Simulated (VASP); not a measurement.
# Sr (P6_3/mmc) in VASP: further runs, part 2 of 2

VASP 6.6.1. Earlier steps stand in the parts before.

**5. Single point, PBEsol**

This run uses another cell than the first one, of the same volume but with other edges.

INCAR reads:

```
ALGO = Fast ; EDIFF = 1E-6
ENCUT = 520 ; GGA = PS
ISIF = 2 ; ISMEAR = 0
LASPH = True ; LCHARG = False
LREAL = False ; LWAVE = False
NBANDS = 17 ; NELM = 100
PREC = Accurate ; SIGMA = 0.15
```

KPOINTS reads:

```
k-points
0
Gamma
  12 12 8
```

POSCAR reads:

```
Sr
1.0
    4.6428069947      0.0000000000      0.0000000000
   -2.3214034974      4.0207888023      0.0000000000
    0.0000000000      0.0000000000      6.0755058259
Sr
2
Direct
    0.3333333333      0.6666666667      0.2500000000
    0.6666666667      0.3333333333      0.7500000000
```

On the command line:

```sh
> cat potpaw_PBE.64/Sr_sv/POTCAR > POTCAR
> mpirun -np 1 vasp_std > vasp.out
```

It took 2.5 min on 1 thread of Intel Xeon Platinum 8375C at 2.90GHz (Ice Lake), shared host; peak memory 0.33 GiB.

Results (log left out):

* Free energy: -3.4676 eV
* Pressure: -0.6 GPa
* Band gap on the k mesh: zero (band 10 reaches 1.44 eV, above the bottom of band 11 at 1.05 eV)

Stress tensor (GPa, compression positive):
```
-1.59  0.00  0.00
 0.00 -1.59  0.00
 0.00  0.00  1.52
```

Levels at points of the mesh, in eV from the Fermi level:
```
           k point  band 8  band 9  band 10  band 11  band 12  band 13
(0.00, 0.00, 0.00)  -18.46   -3.55    -0.58     1.13     1.95     1.95
(0.50, 0.00, 0.00)  -18.48   -1.38    -0.72     0.08     0.45     1.61
(0.00, 0.00, 0.50)  -18.52   -2.30    -2.30     1.73     1.73     1.73
(0.50, 0.00, 0.50)  -18.49   -0.76    -0.76     0.22     0.22     1.69
```

Caveat: the PAW data sets were made with another functional, which shifts forces and pressure a little.

**6. Single point, PBEsol**

This run uses another cell than the first one, of the same volume but with other edges.

INCAR reads:

```
  PREC = Accurate
  ENCUT = 520
  EDIFF = 1E-6
  ISMEAR = 0
  SIGMA = 0.15
  LREAL = False
  LASPH = True
  NELM = 100
  ALGO = Fast
  ISIF = 2
  LWAVE = False
  LCHARG = True
  GGA = PS
  LELF = True
  LVHAR = True
  NBANDS = 17
```

KPOINTS reads:

```
regular mesh
0
Gamma
  12 12 8
```

POSCAR reads:

```
Sr
1.0
    3.9490822119      0.0000000000      0.0000000000
   -1.9745411060      3.4200055171      0.0000000000
    0.0000000000      0.0000000000      8.3975258976
Sr
2
Direct
    0.3333333333      0.6666666667      0.2500000000
    0.6666666667      0.3333333333      0.7500000000
```

Potentials or basis: VASP PAW PBE potentials, release 64 (Sr_sv).

On the command line:

```sh
> cat potpaw_PBE.64/Sr_sv/POTCAR > POTCAR
> mpirun -np 1 vasp_std > vasp.out
```

OUTCAR:

```text
PREC = Accurate
   ENCUT = 520
   EDIFF = 1E-6
   ISMEAR = 0
   LREAL = False
   LASPH = True
   NELM = 100
   ISIF = 2
   GGA = PS

 ion  position               nearest neighbor table
   1  0.333  0.667  0.250-   2 4.78   2 4.78   2 4.78   2 4.78   2 4.78   2 4.78
   2  0.667  0.333  0.750-   1 4.78   1 4.78   1 4.78   1 4.78   1 4.78   1 4.78

  LATTYP: Found a hexagonal cell.
 ALAT       =     3.9490822119
 C/A-ratio  =     2.1264500071

  Lattice vectors:

 A1 = (   3.9490822119,   0.0000000000,   0.0000000000)
 A2 = (  -1.9745411060,   3.4200055171,   0.0000000000)
 A3 = (   0.0000000000,   0.0000000000,   8.3975258976)

Analysis of symmetry for initial positions (statically):
=====================================================================
 Subroutine PRICEL returns:
 Original cell was already a primitive cell.

 Routine SETGRP: Setting up the symmetry group for a
 hexagonal supercell.

 Subroutine GETGRP returns: Found 24 space group operations
 (whereof 12 operations were pure point group operations)
[... 159 lines left out ...]

 Free energy of the ion-electron system (eV)
  ---------------------------------------------------
  ext. energy  EPLUGINS =         0.00000000
  ---------------------------------------------------
  free energy    TOTEN  =        -3.30429162 eV

  energy without entropy =       -3.27839092  energy(sigma->0) =       -3.29134127

 E-fermi :   1.2837     XC(G=0):  -7.3090

 val. band max:        1.2814431507   @ k =   0.2500   0.0833   0.1250
 cond. band min:       1.2884564216   @ k =   0.4167  -0.0000   0.0000
 fundamental gap:      0.0070132709
 Fermi energy:         1.2837147016

 k-point     1 :       0.0000    0.0000    0.0000
  band No.  band energies     occupation
      1     -35.2402      2.00000
      2     -35.2376      2.00000
      3     -17.2691      2.00000
      4     -17.1992      2.00000
      5     -17.0908      2.00000
      6     -17.0908      2.00000
[... 457 lines left out ...]
      4     -17.3309      2.00000
      5     -17.2169      2.00000
      6     -17.1806      2.00000
[... 9 lines left out ...]
     16       4.6960      0.00000
     17       5.3780      0.00000

 [... further k-points ...]
[... 5 lines left out ...]
  --------------------------------------------------------------------------------------
  -------------------------------------------------------------------------------------
  Total        1.3925421      1.3925421     -2.7713681     -0.0000000      0.0000000     -0.0000000
  in kB       19.6718217     19.6718217    -39.1498819     -0.0000000      0.0000000     -0.0000000
  external PRESSURE =       0.0645872 kB  Pullay stress =       0.0000000 kB

 VOLUME and BASIS-vectors are now :
 -----------------------------------------------------------------------------
  energy-cutoff  :      520.00
  volume of cell :      113.42
      direct lattice vectors                 reciprocal lattice vectors
     3.949082212  0.000000000  0.000000000     0.253223394  0.146198595  0.000000000
    -1.974541106  3.420005517  0.000000000     0.000000000  0.292397189  0.000000000
     0.000000000  0.000000000  8.397525898     0.000000000  0.000000000  0.119082693

 POSITION                                       TOTAL-FORCE (eV/Angst)
 -----------------------------------------------------------------------------------
     -0.00000      2.28000      2.09938        -0.000000      0.000000     -0.000000
      1.97454      1.14000      6.29814         0.000000     -0.000000      0.000000
 -----------------------------------------------------------------------------------
    total drift:                               -0.000000      0.000000     -0.000000

  FREE ENERGIE OF THE ION-ELECTRON SYSTEM (eV)
  ---------------------------------------------------
  free  energy   TOTEN  =        -3.3042916214 eV

  energy  without entropy=       -3.2783909175  energy(sigma->0) =       -3.29134127
```

OSZICAR:

```text
N       E                     dE             d eps       ncg     rms          rms(c)
DAV:   1     0.107097165844E+03    0.10710E+03   -0.93381E+03  3230   0.981E+02
DAV:   2     0.535663661839E+01   -0.10174E+03   -0.10011E+03  4086   0.227E+02
DAV:   3    -0.309157556570E+01   -0.84482E+01   -0.84087E+01  5907   0.464E+01
DAV:   4    -0.330726220035E+01   -0.21569E+00   -0.21526E+00  4401   0.681E+00
DAV:   5    -0.331254402528E+01   -0.52818E-02   -0.52804E-02  5236   0.827E-01    0.165E+01
RMM:   6    -0.330538202250E+01    0.71620E-02   -0.12733E-02  3471   0.112E+00    0.935E+00
RMM:   7    -0.330370703112E+01    0.16750E-02   -0.25188E-02  3599   0.164E+00    0.369E-01
RMM:   8    -0.330408857455E+01   -0.38154E-03   -0.62012E-03  4677   0.457E-01    0.919E-02
RMM:   9    -0.330424131996E+01   -0.15275E-03   -0.12201E-03  5268   0.132E-01    0.752E-02
RMM:  10    -0.330428019334E+01   -0.38873E-04   -0.28727E-04  5087   0.636E-02    0.490E-02
RMM:  11    -0.330429023070E+01   -0.10037E-04   -0.53354E-05  5267   0.336E-02    0.806E-03
RMM:  12    -0.330429106409E+01   -0.83339E-06   -0.24543E-05  4753   0.164E-02    0.780E-03
RMM:  13    -0.330429162141E+01   -0.55732E-06   -0.52321E-06  4095   0.969E-03
   1 F= -.33042916E+01 E0= -.32913413E+01  d E =-.259007E-01
```

Wall time 3 min (1 thread of Intel Xeon Platinum 8375C at 2.90GHz (Ice Lake), shared host); peak memory 0.33 GiB.

Results:

- Free energy: -3.3043 eV
- Pressure: 0.0 GPa
- Band gap on the k mesh: zero (band 10 reaches 1.83 eV, above the bottom of band 11 at 0.73 eV)

Levels at points of the mesh, in eV from the Fermi level:
```tsv
k point	band 8	band 9	band 10	band 11	band 12	band 13
(0.00, 0.00, 0.00)	-18.37	-3.50	-1.91	-0.55	1.11	2.58
(0.50, 0.00, 0.00)	-18.44	-0.72	-0.35	0.12	0.60	1.03
(0.00, 0.00, 0.50)	-18.37	-2.91	-2.91	0.44	0.44	2.62
(0.50, 0.00, 0.50)	-18.45	-0.61	-0.61	0.45	0.45	1.18
```

Caveat: the PAW data sets were made with another functional, which shifts forces and pressure a little.

**7. The runs side by side**

```tsv
cell	further INCAR settings	gap on the mesh (eV)	pressure (GPa)
a = 4.175, b = 4.175, c = 7.512 Å, angles 90.0, 90.0, 120.0°, 2 atoms	ALGO = Fast; EDIFF = 1e-07; NBANDS = 17	none	-0.8
a = 4.369, b = 4.369, c = 6.861 Å, angles 90.0, 90.0, 120.0°, 2 atoms	ALGO = Fast; EDIFF = 1e-06; NBANDS = 17	none	-0.8
a = 4.240, b = 4.240, c = 7.283 Å, angles 90.0, 90.0, 120.0°, 2 atoms	ALGO = Fast; EDIFF = 1e-06; NBANDS = 17	none	-0.8
a = 4.643, b = 4.643, c = 6.076 Å, angles 90.0, 90.0, 120.0°, 2 atoms	ALGO = Fast; EDIFF = 1e-06; NBANDS = 17	none	-0.6
a = 3.949, b = 3.949, c = 8.398 Å, angles 90.0, 90.0, 120.0°, 2 atoms	ALGO = Fast; EDIFF = 1e-06; NBANDS = 17	none	0.0
```

Alike in all rows: task single point; level PBEsol; potentials or basis VASP PAW PBE potentials, release 64 (Sr_sv); no spin polarisation; k mesh 12 × 12 × 8; cutoff (eV) 520; smearing gaussian 0.15 eV.

Caveats: the PAW data sets were made with another functional, which shifts forces and pressure a little.

Absolute energies hang on the potentials; compare differences alone.
